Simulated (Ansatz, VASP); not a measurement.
## MgO in VASP and in Ansatz

```xyz
2
Lattice="0.0000 2.1863 2.0561 2.1863 0.0000 2.0561 2.1863 2.1863 0.0000" Properties=species:S:1:pos:R:3 pbc="T T T"
Mg    0.0000    0.0000    0.0000
O     2.1863    2.1863    2.0561
```

Change from the starting cell: epitaxial_xy strain +4.0%.

Alike in both runs: task single point; functional PBE; k mesh 10 × 10 × 10; occupations fermi-dirac, width 0.02 eV; no spin polarisation.

|  | VASP | Ansatz |
| --- | --- | --- |
| version | VASP 6.6.1 | Ansatz 0.2.0 |
| potentials or method | VASP PAW PBE potentials, release 64 (Mg, O) | plane waves, PAW |
| plane-wave cutoff (eV) | 520 | 420 |
| valence electrons in the cell | 8 | 16 |

```tsv
	VASP	Ansatz	Ansatz less VASP
gap on the k mesh at the Fermi level (eV)	4.18	4.20	+0.019
pressure (GPa)	-2.6	-1.9	+0.74
traceless stress, the component that is largest in VASP (GPa)	7.31	7.27	-0.041
```

VASP's potentials hold 8 valence electrons a cell and Ansatz's 16, so a difference there can come from the potentials and not from the codes.
